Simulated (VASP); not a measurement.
# Ca2HO2 in VASP: notebook, part 2 of 2

VASP 6.6.1. The steps go on from the part before.

**3. Single point, LDA, collinear spin**

INCAR

```
  ALGO = Normal
  DIPOL = 0.5 0.5 0.348
  EDIFF = 1E-7
  ENCUT = 520
  IDIPOL = 3
  ISIF = 2
  ISMEAR = 0
  ISPIN = 2
  LASPH = T
  LCHARG = F
  LDIPOL = T
  LORBIT = 11
  LREAL = F
  LWAVE = F
  MAGMOM = 0 0 0 0 1
  NBANDS = 28
  NELM = 150
  PREC = Accurate
  SIGMA = 0.05
```

KPOINTS

```
k-points
0
Gamma
  9 9 1
```

POSCAR

```
Ca2HO2
1.0
    3.3291210616      0.0000000000      0.0000000000
   -1.6645605308      2.8831034116      0.0000000000
    0.0000000000      0.0000000000     19.6554098218
O Ca H
2 2 1
Direct
    0.3333333333      0.6666666667      0.2035063138
    0.0000000000      0.0000000000      0.3640735492
    0.6666666667      0.3333333333      0.2726530778
    0.3333333333      0.6666666667      0.4149193477
    1.0000000000      1.0000000000      0.4858035652
```

Potentials or basis: VASP PAW LDA potentials, release 64 (O, Ca_sv, H).

Command:

```bash
$ cat potpaw_LDA.64/O/POTCAR potpaw_LDA.64/Ca_sv/POTCAR potpaw_LDA.64/H/POTCAR > POTCAR
$ mpirun -np 1 vasp_std > vasp.out
```

OUTCAR:

```text
EDIFF = 1E-7
   ENCUT = 520
   ISIF = 2
   ISMEAR = 0
   ISPIN = 2
   LASPH = T
   LORBIT = 11
   LREAL = F
   NELM = 150
   PREC = Accurate

 ion  position               nearest neighbor table
   1  0.333  0.667  0.204-   3 2.35   3 2.35   3 2.35
   2  0.000  0.000  0.364-   4 2.17   4 2.17   4 2.17
   3  0.667  0.333  0.273-   1 2.35   1 2.35   1 2.35
   4  0.333  0.667  0.415-   2 2.17   2 2.17   2 2.17
   5  0.000  0.000  0.486-

  LATTYP: Found a hexagonal cell.
 ALAT       =     3.3291210616
 C/A-ratio  =     5.9040838282

  Lattice vectors:

 A1 = (   3.3291210616,   0.0000000000,   0.0000000000)
 A2 = (  -1.6645605308,   2.8831034116,   0.0000000000)
 A3 = (   0.0000000000,   0.0000000000,  19.6554098218)

Analysis of symmetry for initial positions (statically):
=====================================================================
 Subroutine PRICEL returns:
[... 945 lines left out ...]
  --------------------------------------------------------------------------------------
  -------------------------------------------------------------------------------------
  Total        0.8070927      0.8070927     -2.9106611      0.0000000     -0.0000000     -0.0000000
  in kB        6.8542839      6.8542839    -24.7189665      0.0000000     -0.0000000     -0.0000000
  external PRESSURE =      -3.6701329 kB  Pullay stress =       0.0000000 kB

 VOLUME and BASIS-vectors are now :
 -----------------------------------------------------------------------------
  energy-cutoff  :      520.00
  volume of cell :      188.66
      direct lattice vectors                 reciprocal lattice vectors
     3.329121062  0.000000000  0.000000000     0.300379584  0.173424234  0.000000000
    -1.664560531  2.883103412  0.000000000     0.000000000  0.346848468  0.000000000
     0.000000000  0.000000000 19.655409822     0.000000000  0.000000000  0.050876578

 POSITION                                       TOTAL-FORCE (eV/Angst)
 -----------------------------------------------------------------------------------
     -0.00000      1.92207      4.00000        -0.000000      0.000000      2.640078
      0.00000      0.00000      7.15601         0.000000     -0.000000     -2.124721
      1.66456      0.96103      5.35911        -0.000000      0.000000     -2.117678
     -0.00000      1.92207      8.15541        -0.000000     -0.000000      1.552980
      0.00000      0.00000      9.54867         0.000000     -0.000000      0.049341
 -----------------------------------------------------------------------------------
    total drift:                               -0.000000      0.000000      0.000471

  FREE ENERGIE OF THE ION-ELECTRON SYSTEM (eV)
  ---------------------------------------------------
  free  energy   TOTEN  =       -26.0908186935 eV

  energy  without entropy=      -26.0761941948  energy(sigma->0) =      -26.08350644

 vacuum level on the upper side and lower side of the slab         2.012         5.067

 total charge

# of ion       s       p       d       tot
------------------------------------------
    1        1.580   3.196   0.000   4.776
    2        1.550   3.447   0.000   4.998
    3        2.045   5.853   0.302   8.201
    4        2.057   5.878   0.391   8.327
    5        0.465   0.002   0.000   0.466
--------------------------------------------------
tot          7.698  18.376   0.694  26.767

 magnetization (x)

# of ion       s       p       d       tot
------------------------------------------
    1        0.000   0.004   0.000   0.004
    2        0.000   0.038   0.000   0.039
    3        0.000   0.002  -0.003  -0.001
    4       -0.001   0.003   0.013   0.014
    5        0.102   0.000   0.000   0.102
--------------------------------------------------
tot          0.102   0.046   0.010   0.159
```

OSZICAR:

```text
N       E                     dE             d eps       ncg     rms          rms(c)
DAV:   1     0.300361083732E+03    0.30036E+03   -0.15792E+04  1488   0.100E+03
DAV:   2     0.978348644973E+00   -0.29938E+03   -0.28593E+03  1624   0.303E+02
DAV:   3    -0.295173495835E+02   -0.30496E+02   -0.29798E+02  2064   0.831E+01
[... 29 lines left out ...]
DAV:  33    -0.260908163432E+02   -0.19563E-05   -0.29865E-08  1408   0.109E-03    0.231E-03
DAV:  34    -0.260908174710E+02   -0.11277E-05   -0.20658E-08  1248   0.748E-04    0.176E-03
DAV:  35    -0.260908180448E+02   -0.57382E-06   -0.11582E-08  1208   0.449E-04    0.667E-04
DAV:  36    -0.260908184156E+02   -0.37079E-06   -0.66647E-09  1256   0.310E-04    0.599E-04
DAV:  37    -0.260908186245E+02   -0.20894E-06   -0.55303E-09  1292   0.454E-04    0.243E-04
DAV:  38    -0.260908186935E+02   -0.69002E-07   -0.24319E-09  1320   0.252E-04
   1 F= -.26090819E+02 E0= -.26083506E+02  d E =-.146245E-01  mag=     0.3247
```

stdout:

```text
POSCAR found type information on POSCAR O CaH
 POSCAR found :  3 types and       5 ions
 scaLAPACK will be used
 LDA part: xc-table for (Slater(with rela. corr.)+CA(PZ))
 , standard interpolation
 POSCAR, INCAR and KPOINTS ok, starting setup
 FFT: planning ... GRIDC
 FFT: planning ... GRID_SOFT
 FFT: planning ... GRID
 WAVECAR not read
 entering main loop
```

Run time: 7.9 min. Hardware: 1 thread of Intel Xeon 8259CL, shared host; peak memory 0.36 GiB.

Results:

```
Free energy                                           : -26.0908 eV
Largest force                                         : 2.640 eV/Å
Net moment                                            : 0.32 μB per cell
Site moments                                          : O +0.00, +0.04; Ca -0.00, +0.01; H +0.10 μB
Valence electrons inside the program's atomic spheres : O 4.78, 5.00; Ca 8.20, 8.33; H 0.47
```

Forces in eV/Å, atoms in the order of the input:
```
O    0.000  0.000  2.640
O    0.000  0.000 -2.125
Ca   0.000  0.000 -2.118
Ca   0.000  0.000  1.553
H    0.000  0.000  0.049
```

Caveat: a moment this small can come from the mesh or the smearing.
